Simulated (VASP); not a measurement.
# Sr (I4/mmm) in VASP: single point with PBE

Aim: the single point of Sr with PBE.

All numbers are computed with VASP 6.6.1; they aren't measurements. Logs are shortened: lines on timing, memory, paths and dates and some standing lists are left out, and cuts for length are marked.

### Step 1. The cell of the first run

The structure is tetragonal, space group I4/mmm (No. 139). Conventional cell: a = 5.044 Å, b = 5.044 Å, c = 4.850 Å, α = 90.00°, β = 90.00°, γ = 90.00°. Within 5.7 Å of Sr (site symmetry 4/mmm) lie 14 Sr at 4.31 to 5.04 Å.

### Step 2. Single point, PBE (strain +0.040 along x and y, +0.000 along z)

Input file INCAR:

```
SYSTEM = Sr
PREC = Accurate
ENCUT = 520
EDIFF = 1E-7
ISMEAR = 0
SIGMA = 0.15
LREAL = .FALSE.
LASPH = .TRUE.
NELM = 100
ALGO = Normal
ISIF = 2
LWAVE = .FALSE.
LCHARG = .FALSE.
GGA = PE
NBANDS = 11
```

Input file KPOINTS:

```
Automatic mesh
0
G
  14 14 14
  0 0 0
```

Input file POSCAR:

```
Sr
1.0
   -2.5220000000      2.5220000000      2.4250000000
    2.5220000000     -2.5220000000      2.4250000000
    2.5220000000      2.5220000000     -2.4250000000
Sr
1
Direct
    0.0000000000      0.0000000000      0.0000000000
```

Potentials or basis: VASP PAW PBE potentials, release 64 (Sr_sv).

On the command line:

```
$ cat potpaw_PBE.64/Sr_sv/POTCAR > POTCAR
$ mpirun -np 1 vasp_std > vasp.out
```

OUTCAR:

```text
SYSTEM = Sr
   PREC = Accurate
   ENCUT = 520
   EDIFF = 1E-7
   ISMEAR = 0
   LREAL = .FALSE.
   LASPH = .TRUE.
   NELM = 100
   ISIF = 2
   GGA = PE

 ion  position               nearest neighbor table
   1  0.000  0.000  0.000-

  LATTYP: Found a body centered tetragonal cell.
 ALAT       =     5.0440000000
 C/A-ratio  =     0.9615384615

  Lattice vectors:

 A1 = (  -2.5220000000,   2.5220000000,   2.4250000000)
 A2 = (   2.5220000000,  -2.5220000000,   2.4250000000)
 A3 = (   2.5220000000,   2.5220000000,  -2.4250000000)

Analysis of symmetry for initial positions (statically):
=====================================================================
 Subroutine PRICEL returns:
 Original cell was already a primitive cell.

 Routine SETGRP: Setting up the symmetry group for a
 body centered tetragonal supercell.

 Subroutine GETGRP returns: Found 16 space group operations
 (whereof 16 operations were pure point group operations)
 out of a pool of 16 trial point group operations.

The static configuration has the point symmetry D_4h.

Analysis of symmetry for dynamics (positions and initial velocities):
=====================================================================
 Subroutine PRICEL returns:
 Original cell was already a primitive cell.

 Routine SETGRP: Setting up the symmetry group for a
 body centered tetragonal supercell.

 Subroutine GETGRP returns: Found 16 space group operations
 (whereof 16 operations were pure point group operations)
 out of a pool of 16 trial point group operations.

The dynamic configuration has the point symmetry D_4h.

 Subroutine INISYM returns: Found 16 space group operations
 (whereof 16 operations are pure point group operations),
 and found     1 'primitive' translations

----------------------------------------------------------------------------------------

                                     Primitive cell

  volume of cell :      61.6967

  direct lattice vectors                    reciprocal lattice vectors
    -2.522000000  2.522000000  2.425000000     0.000000000  0.198255353  0.206185567
     2.522000000 -2.522000000  2.425000000     0.198255353  0.000000000  0.206185567
     2.522000000  2.522000000 -2.425000000     0.198255353  0.198255353  0.000000000

  length of vectors
     4.312956411  4.312956411  4.312956411     0.286037887  0.286037887  0.280375409

  position of ions in fractional coordinates (direct lattice)
     0.000000000  0.000000000  0.000000000

  ion indices of the primitive-cell ions
[... 80 lines left out ...]
   ISIF   =      2    stress and relaxation
   ISYM   =      2    0-nonsym 1-usesym 2-fastsym
   POTIM  = 0.5000    time-step for ionic-motion
   TEBEG  =    0.0;   TEEND  =   0.0 temperature during run
   PSTRESS=    0.0 pullay stress
   NELECT =      10.0000    total number of electrons
   NUPDOWN=      -1.0000    fix difference up-down
   EMIN   =  10.00;   EMAX   =-10.00  energy-range for DOS
   EFERMI =   0.00;   METHOD = LEGACY
   ISMEAR =     0;   SIGMA  =   0.15  broadening in eV -4-tet -1-fermi 0-gaus
   EFERMI_NEDOS =   21; number of points for ismear=-14 and -15
   IALGO  =     38    algorithm
   IMIX   =      4    mixing-type and parameters
     AMIX     =   0.40;   BMIX     =  1.00
     AMIX_MAG =   1.60;   BMIX_MAG =  1.00
  volume/ion in A,a.u.               =      61.70       416.35
  Fermi-wavevector in a.u.,A,eV,Ry     =   0.892594  1.686759 10.840101  0.796725
  Thomas-Fermi vector in A             =   2.014564
   LORBIT       =      0    0 simple, 1 ext, 2 COOP (PROOUT), +10 PAW based schemes
   GGA     = PE    functional components
   LHFCALC =     F    Hartree Fock is set to
   AEXX    =    0.0000 exact exchange contribution
   IVDW    =     0    specifies the selected vdW correction
   LEPSILON=     F    determine dielectric tensor
   LRPA    =     F    only Hartree local field effects (RPA)
 non-spin polarized calculation
 Gauss-broadening in eV      SIGMA  =   0.15
  energy-cutoff  :      520.00
  volume of cell :       61.70
 maximum number of plane-waves:      1693
   NGX = 15   NGY = 15   NGZ = 15

 number of electron      10.0000000 magnetization

 Free energy of the ion-electron system (eV)
  ---------------------------------------------------
  ext. energy  EPLUGINS =         0.00000000
  ---------------------------------------------------
  free energy    TOTEN  =        -1.60676629 eV

  energy without entropy =       -1.58957014  energy(sigma->0) =       -1.59816822

 E-fermi :   1.2246     XC(G=0):  -7.0109

 val. band max:        1.2125515213   @ k =  -0.3571   0.5000   0.3571
 cond. band min:       1.2275041477   @ k =   0.5000   0.5000   0.0714
 fundamental gap:      0.0149526263
 Fermi energy:         1.2246188686

 k-point     1 :       0.0000    0.0000    0.0000
  band No.  band energies     occupation
      1     -35.6443      2.00000
      2     -17.5467      2.00000
      3     -17.5434      2.00000
      4     -17.5434      2.00000
      5      -2.2524      2.00000
      6       3.3096      0.00000
      7       3.5152      0.00000
      8       3.5152      0.00000
      9       4.4861      0.00000
     10       4.7733      0.00000
     11       8.7605      0.00000
[... 309 lines left out ...]
 k-point    24 :       0.2857    0.1429    0.0000
  band No.  band energies     occupation
      1     -35.6365      2.00000
      2     -17.6501      2.00000
      3     -17.5843      2.00000
      4     -17.5548      2.00000
      5      -0.3021      2.00000
      6       1.9311      0.00000
      7       2.3824      0.00000
      8       4.3601      0.00000
      9       5.0694      0.00000
     10       5.1879      0.00000
     11       6.6913      0.00000

 [... further k-points ...]

------------------------ aborting loop because EDIFF is reached ----------------------------------------

  FORCE on cell =-STRESS in cart. coord.  units (eV):
  Direction    XX          YY          ZZ          XY          YZ          ZX
  --------------------------------------------------------------------------------------
  -------------------------------------------------------------------------------------
  Total       -0.4616535     -0.4616535     -0.4534740      0.0000000      0.0000000      0.0000000
  in kB      -11.9884992    -11.9884992    -11.7760893      0.0000000      0.0000000      0.0000000
  external PRESSURE =     -11.9176959 kB  Pullay stress =       0.0000000 kB

 VOLUME and BASIS-vectors are now :
 -----------------------------------------------------------------------------
  energy-cutoff  :      520.00
  volume of cell :       61.70
      direct lattice vectors                 reciprocal lattice vectors
    -2.522000000  2.522000000  2.425000000     0.000000000  0.198255353  0.206185567
     2.522000000 -2.522000000  2.425000000     0.198255353  0.000000000  0.206185567
     2.522000000  2.522000000 -2.425000000     0.198255353  0.198255353  0.000000000

 POSITION                                       TOTAL-FORCE (eV/Angst)
 -----------------------------------------------------------------------------------
      0.00000      0.00000      0.00000        -0.000000      0.000000     -0.000000
 -----------------------------------------------------------------------------------
    total drift:                                0.000000      0.000000     -0.000000

  FREE ENERGIE OF THE ION-ELECTRON SYSTEM (eV)
  ---------------------------------------------------
  free  energy   TOTEN  =        -1.6067662898 eV

  energy  without entropy=       -1.5895701404  energy(sigma->0) =       -1.59816822
```

Run time: 63 s. Hardware: 1 thread of Intel Xeon Platinum 8488C (Sapphire Rapids), shared host; peak memory 0.29 GiB.

What came out:

* Free energy: -1.6068 eV
* Pressure: -1.2 GPa
* Band gap on the k mesh: zero (band 5 reaches 1.42 eV, above the bottom of band 6 at 1.18 eV)

Caveat: the cell differs from its parent crystal (strain +0.040 along x and y, +0.000 along z).
